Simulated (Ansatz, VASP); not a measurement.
Mo: VASP beside Ansatz

```
Mo
1.0
     2.73002    0.00000    0.00000
    -1.36501    2.36426    0.00000
     0.00000    0.00000    4.83939
Mo
2
Direct
  0.33333 0.66667 0.25000
  0.66667 0.33333 0.75000
```

Alike in both runs: functional PBEsol; k mesh 18 × 18 × 10; occupations gaussian, width 0.1 eV; no spin polarisation.

Ansatz relaxed the structure, and its values are those at the end. VASP's run is a single point on that final structure, the one shown.

|  | VASP | Ansatz |
| --- | --- | --- |
| version | VASP 6.6.1 | Ansatz 0.2.0 |
| potentials or method | VASP PAW PBE potentials, release 64 (Mo_sv), cutoff 520 eV | scalar-relativistic, plane waves, PAW |
| valence electrons in the cell | 28 | 28 |

Ansatz gave:

```
gap on the k mesh at the Fermi level (eV) : none
pressure (GPa)                            : 0.0
```

**Question.** Which values does VASP return?

**Answer.** gap on the k mesh at the Fermi level (eV): none; pressure (GPa): 0.5.

VASP's potentials were made for PBE, not for PBEsol. A gap of «none» marks a metal or a gap that the smearing closes.
